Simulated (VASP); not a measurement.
# AlN (zincblende type) (F-43m) in VASP: density of states with PBEsol

Aim: the density of states of AlN (zincblende type) with PBEsol.

All numbers are computed with VASP 6.6.1; they aren't measurements. Logs are shortened: lines on timing, memory, paths and dates and some standing lists are left out, and cuts for length are marked.

### 1 The cell of the first run

It takes space group F-43m (No. 216, cubic). The conventional cell has a = 4.378 Å, b = 4.378 Å, c = 4.378 Å, α = 90.00°, β = 90.00°, γ = 90.00°. Within 2.5 Å of Al (site symmetry -43m) lie 4 N at 1.90 Å. Within 2.5 Å of N (site symmetry -43m) lie 4 Al at 1.90 Å.

### 2 Density of states, PBEsol

Input file POSCAR:

```
AlN
1.0
    0.0000000000      2.1887959582      2.1887959582
    2.1887959582      0.0000000000      2.1887959582
    2.1887959582      2.1887959582      0.0000000000
Al N
1 1
Direct
    0.0000000000      0.0000000000      0.0000000000
    0.2500000000      0.2500000000      0.2500000000
```

Input file INCAR.step1:

```
PREC = Accurate
ENCUT = 520
EDIFF = 1E-6
ISMEAR = -1
SIGMA = 0.08
LREAL = F
LASPH = T
NELM = 60
ALGO = Normal
ISIF = 2
LWAVE = F
LCHARG = T
GGA = PS
NBANDS = 11
```

Input file KPOINTS.step1:

```
Automatic mesh
0
Gamma
  15 15 15
```

Input file INCAR.step2:

```
PREC = Accurate
ENCUT = 520
EDIFF = 1E-6
ISMEAR = -5
SIGMA = 0.08
LREAL = F
LASPH = T
NELM = 60
ALGO = Normal
ISIF = 2
LWAVE = F
LCHARG = F
GGA = PS
LORBIT = 11
NEDOS = 2001
ICHARG = 11
```

Input file KPOINTS.step2:

```
Automatic mesh
0
Gamma
  23 23 23
```

Potentials or basis: VASP PAW PBE potentials, release 64 (Al, N).

Command:

```bash
$ cat potpaw_PBE.64/Al/POTCAR potpaw_PBE.64/N/POTCAR > POTCAR
$ cp INCAR.step1 INCAR
$ cp KPOINTS.step1 KPOINTS
$ mpirun -np 1 vasp_std > vasp.out
$ cp INCAR.step2 INCAR
$ cp KPOINTS.step2 KPOINTS
$ mpirun -np 1 vasp_std > vasp.out
```

OUTCAR:

```text
PREC = Accurate
   ENCUT = 520
   EDIFF = 1E-6
   ISMEAR = -5
   LREAL = F
   LASPH = T
   NELM = 60
   ISIF = 2
   GGA = PS
   LORBIT = 11
   ICHARG = 11

 ion  position               nearest neighbor table
   1  0.000  0.000  0.000-   2 1.90   2 1.90   2 1.90   2 1.90
   2  0.250  0.250  0.250-   1 1.90   1 1.90   1 1.90   1 1.90

  LATTYP: Found a face centered cubic cell.
 ALAT       =     4.3775919164

  Lattice vectors:

 A1 = (   0.0000000000,   2.1887959582,   2.1887959582)
 A2 = (   2.1887959582,   0.0000000000,   2.1887959582)
 A3 = (   2.1887959582,   2.1887959582,   0.0000000000)

Analysis of symmetry for initial positions (statically):
[... 5 lines left out ...]
 face centered cubic supercell.

 Subroutine GETGRP returns: Found 24 space group operations
 (whereof 24 operations were pure point group operations)
 out of a pool of 48 trial point group operations.

The static configuration has the point symmetry T_d .

Analysis of symmetry for dynamics (positions and initial velocities):
[... 5 lines left out ...]
 face centered cubic supercell.

 Subroutine GETGRP returns: Found 24 space group operations
 (whereof 24 operations were pure point group operations)
 out of a pool of 48 trial point group operations.

The dynamic configuration has the point symmetry T_d .

 Subroutine INISYM returns: Found 24 space group operations
 (whereof 24 operations are pure point group operations),
 and found     1 'primitive' translations

----------------------------------------------------------------------------------------

                                     Primitive cell

  volume of cell :      20.9723

  direct lattice vectors                    reciprocal lattice vectors
     0.000000000  2.188795958  2.188795958    -0.228436094  0.228436094  0.228436094
     2.188795958  0.000000000  2.188795958     0.228436094 -0.228436094  0.228436094
     2.188795958  2.188795958  0.000000000     0.228436094  0.228436094 -0.228436094

  length of vectors
     3.095424929  3.095424929  3.095424929     0.395662922  0.395662922  0.395662922

  position of ions in fractional coordinates (direct lattice)
     0.000000000  0.000000000  0.000000000
     0.250000000  0.250000000  0.250000000

  ion indices of the primitive-cell ions
   primitive index   ion index
                 1           1
                 2           2

----------------------------------------------------------------------------------------

 KPOINTS: Automatic mesh

Automatic generation of k-mesh.
 Grid dimensions read from file:
 generate k-points for:   23   23   23

 Generating k-lattice:

  Cartesian coordinates                     Fractional coordinates (reciprocal lattice)
    -0.009932004  0.009932004  0.009932004     0.043478261  0.000000000  0.000000000
     0.009932004 -0.009932004  0.009932004     0.000000000  0.043478261  0.000000000
     0.009932004  0.009932004 -0.009932004     0.000000000  0.000000000  0.043478261

  Length of vectors
     0.017202736  0.017202736  0.017202736

  Shift w.r.t. Gamma in fractional coordinates (k-lattice)
     0.000000000  0.000000000  0.000000000

 TETIRR: Found   1662 inequivalent tetrahedra from    73002

 Subroutine IBZKPT returns following result:
 ===========================================

 Found    364 irreducible k-points:

 Following reciprocal coordinates:
            Coordinates               Weight
  0.000000  0.000000  0.000000      1.000000
  0.043478  0.000000  0.000000      8.000000
  0.086957  0.000000  0.000000      8.000000
  0.130435  0.000000  0.000000      8.000000
  0.173913  0.000000  0.000000      8.000000
  0.217391  0.000000  0.000000      8.000000
[... 16 lines left out ...]
  0.478261  0.043478  0.000000     24.000000
 -0.478261  0.043478  0.000000     24.000000
 [... further k-points ...]
   k-points           NKPTS =    364   k-points in BZ     NKDIM =    364   number of bands    NBANDS=      8
   number of dos      NEDOS =   2001   number of ions     NIONS =      2
   total plane-waves  NPLWV =  13824
   dimension x,y,z NGX =    24 NGY =   24 NGZ =   24
   dimension x,y,z NGXF=    48 NGYF=   48 NGZF=   48
   ions per type =               1   1
   NGX,Y,Z   is equivalent  to a cutoff of  12.89, 12.89, 12.89 a.u.
   NGXF,Y,Z  is equivalent  to a cutoff of  25.78, 25.78, 25.78 a.u.
 SYSTEM =  unknown system
   PREC   = accura    normal or accurate (medium, high low for compatibility)
   ISTART =      0    job   : 0-new  1-cont  2-samecut
   ICHARG =     11    charge: 1-file 2-atom 10-const
   ISPIN  =      1    spin polarized calculation?
   LNONCOLLINEAR =      F non collinear calculations
   LSORBIT =      F    spin-orbit coupling
   LASPH  =      T    aspherical Exc in radial PAW
   ENCUT  =  520.0 eV  38.22 Ry    6.18 a.u.   5.76  5.76  5.76*2*pi/ulx,y,z
   NELM   =     60;   NELMIN=  2; NELMDL=  0     # of ELM steps
   EDIFF  = 0.1E-05   stopping-criterion for ELM
   LREAL  =      F    real-space projection
   EDIFFG = 0.1E-04   stopping-criterion for IOM
   NSW    =      0    number of steps for IOM
   IBRION =     -1    ionic relax: 0-MD 1-quasi-New 2-CG
   NFREE  =      0    steps in history (QN), initial steepest desc. (CG)
   ISIF   =      2    stress and relaxation
   ISYM   =      2    0-nonsym 1-usesym 2-fastsym
   POTIM  = 0.5000    time-step for ionic-motion
   TEBEG  =    0.0;   TEEND  =   0.0 temperature during run
   PSTRESS=    0.0 pullay stress
   NELECT =       8.0000    total number of electrons
   NUPDOWN=      -1.0000    fix difference up-down
   EMIN   =  10.00;   EMAX   =-10.00  energy-range for DOS
   EFERMI =   0.00;   METHOD = LEGACY
   ISMEAR =    -5;   SIGMA  =   0.08  broadening in eV -4-tet -1-fermi 0-gaus
   EFERMI_NEDOS =   21; number of points for ismear=-14 and -15
   IALGO  =     38    algorithm
   IMIX   =      4    mixing-type and parameters
     AMIX     =   0.40;   BMIX     =  1.00
     AMIX_MAG =   1.60;   BMIX_MAG =  1.00
  volume/ion in A,a.u.               =      10.49        70.76
  Fermi-wavevector in a.u.,A,eV,Ry     =   1.187288  2.243650 19.179503  1.409654
  Thomas-Fermi vector in A             =   2.323443
   LORBIT       =     11    0 simple, 1 ext, 2 COOP (PROOUT), +10 PAW based schemes
   GGA     = PS    functional components
   LHFCALC =     F    Hartree Fock is set to
   AEXX    =    0.0000 exact exchange contribution
   IVDW    =     0    specifies the selected vdW correction
   LEPSILON=     F    determine dielectric tensor
   LRPA    =     F    only Hartree local field effects (RPA)
 non-spin polarized calculation
 Fermi weights with tetrahedron method with Bloechl corrections
  energy-cutoff  :      520.00
  volume of cell :       20.97
 maximum number of plane-waves:       578

 number of electron       8.0000000 magnetization

 Free energy of the ion-electron system (eV)
  ---------------------------------------------------
  ext. energy  EPLUGINS =         0.00000000
  ---------------------------------------------------
  free energy    TOTEN  =       -15.61137833 eV

  energy without entropy =      -15.61137833  energy(sigma->0) =      -15.61137833

 E-fermi :   5.8190     XC(G=0): -11.1004

 val. band max:        5.8159692727   @ k =   0.0000   0.0000   0.0000
 cond. band min:       9.0283755309   @ k =   0.4783   0.4783   0.0000
 fundamental gap:      3.2124062582
 Fermi energy:         5.8189663897

 k-point     1 :       0.0000    0.0000    0.0000
  band No.  band energies     occupation
      1      -9.1038      2.00000
      2       5.8160      2.00000
      3       5.8160      2.00000
      4       5.8160      2.00000
      5       9.8910      0.00000
      6      18.2205      0.00000
      7      18.2205      0.00000
      8      18.2205      0.00000

 k-point     2 :       0.0435    0.0000    0.0000
  band No.  band energies     occupation
      1      -9.0758      2.00000
      2       5.6381      2.00000
      3       5.8058      2.00000
      4       5.8058      2.00000
      5      10.0401      0.00000
      6      18.1395      0.00000
      7      18.2517      0.00000
      8      18.2517      0.00000

 k-point     3 :       0.0870    0.0000    0.0000
  band No.  band energies     occupation
      1      -8.9925      2.00000
      2       5.1727      2.00000
      3       5.7763      2.00000
      4       5.7763      2.00000
      5      10.4180      0.00000
      6      17.9172      0.00000
      7      18.3288      0.00000
      8      18.3288      0.00000

 k-point     4 :       0.1304    0.0000    0.0000
  band No.  band energies     occupation
      1      -8.8561      2.00000
      2       4.5401      2.00000
      3       5.7305      2.00000
      4       5.7305      2.00000
      5      10.9007      0.00000
      6      17.6021      0.00000
      7      18.3979      0.00000
      8      18.3979      0.00000

 k-point     5 :       0.1739    0.0000    0.0000
  band No.  band energies     occupation
      1      -8.6708      2.00000
      2       3.8273      2.00000
      3       5.6729      2.00000
      4       5.6729      2.00000
      5      11.3969      0.00000
      6      17.2457      0.00000
      7      18.3722      0.00000
      8      18.3722      0.00000

 k-point     6 :       0.2174    0.0000    0.0000
  band No.  band energies     occupation
      1      -8.4428      2.00000
      2       3.0877      2.00000
      3       5.6087      2.00000
      4       5.6087      2.00000
      5      11.8514      0.00000
      6      16.8869      0.00000
      7      18.1963      0.00000
      8      18.1963      0.00000

 k-point     7 :       0.2609    0.0000    0.0000
  band No.  band energies     occupation
      1      -8.1817      2.00000
      2       2.3577      2.00000
      3       5.5431      2.00000
      4       5.5431      2.00000
      5      12.2339      0.00000
      6      16.5492      0.00000
      7      17.9105      0.00000
      8      17.9105      0.00000
[... 133 lines left out ...]
 k-point    20 :       0.3478    0.0435    0.0000
  band No.  band energies     occupation
      1      -7.6928      2.00000
      2       1.2608      2.00000
      3       5.3441      2.00000
      4       5.4281      2.00000
      5      12.7492      0.00000
      6      15.9109      0.00000
      7      17.3551      0.00000
      8      17.5351      0.00000

 k-point    21 :       0.3913    0.0435    0.0000
  band No.  band energies     occupation
      1      -7.4266      2.00000
      2       0.7118      2.00000
      3       5.3116      2.00000
      4       5.3601      2.00000
      5      12.9295      0.00000
      6      15.6189      0.00000
      7      17.2011      0.00000
      8      17.2711      0.00000

 k-point    22 :       0.4348    0.0435    0.0000
  band No.  band energies     occupation
      1      -7.2061      2.00000
      2       0.2894      2.00000
      3       5.2958      2.00000
      4       5.3016      2.00000
      5      13.0528      0.00000
      6      15.3942      0.00000
      7      17.0654      0.00000
      8      17.1011      0.00000

 k-point    23 :       0.4783    0.0435    0.0000
  band No.  band energies     occupation
      1      -7.0639      2.00000
      2       0.0305      2.00000
      3       5.2561      2.00000
      4       5.2974      2.00000
      5      13.1252      0.00000
      6      15.2572      0.00000
      7      16.9315      0.00000
      8      17.0529      0.00000

 k-point    24 :      -0.4783    0.0435    0.0000
  band No.  band energies     occupation
      1      -7.0263      2.00000
      2      -0.0365      2.00000
      3       5.2260      2.00000
      4       5.3160      2.00000
      5      13.1464      0.00000
      6      15.2234      0.00000
      7      16.8769      0.00000
      8      17.0557      0.00000

 [... further k-points ...]
[... 5 lines left out ...]
  --------------------------------------------------------------------------------------
  -------------------------------------------------------------------------------------
  Total       -0.0008529     -0.0008529     -0.0008529      0.0000000      0.0000000     -0.0000000
  in kB       -0.0651540     -0.0651540     -0.0651540      0.0000000      0.0000000     -0.0000000
  external PRESSURE =      -0.0651540 kB  Pullay stress =       0.0000000 kB

 VOLUME and BASIS-vectors are now :
 -----------------------------------------------------------------------------
  energy-cutoff  :      520.00
  volume of cell :       20.97
      direct lattice vectors                 reciprocal lattice vectors
     0.000000000  2.188795958  2.188795958    -0.228436094  0.228436094  0.228436094
     2.188795958  0.000000000  2.188795958     0.228436094 -0.228436094  0.228436094
     2.188795958  2.188795958  0.000000000     0.228436094  0.228436094 -0.228436094

 POSITION                                       TOTAL-FORCE (eV/Angst)
 -----------------------------------------------------------------------------------
      0.00000      0.00000      0.00000        -0.000000     -0.000000     -0.000000
      1.09440      1.09440      1.09440         0.000000      0.000000      0.000000
 -----------------------------------------------------------------------------------
    total drift:                                0.000000      0.000000      0.000000

  FREE ENERGIE OF THE ION-ELECTRON SYSTEM (eV)
  ---------------------------------------------------
  free  energy   TOTEN  =       -15.6113783301 eV

  energy  without entropy=      -15.6113783301  energy(sigma->0) =      -15.61137833

 total charge

# of ion       s       p       d       tot
------------------------------------------
    1        0.370   0.445   0.000   0.815
    2        1.218   2.620   0.000   3.838
--------------------------------------------------
tot          1.587   3.065   0.000   4.653
```

Wall time 43 s (1 thread of Intel Xeon Platinum 8488C (Sapphire Rapids), shared host); peak memory 0.18 GiB.

What came out:

```
Valence electrons inside the program's atomic spheres : Al 0.81; N 3.84
```

Caveat: the PAW data sets were made with another functional, which shifts forces and pressure a little.
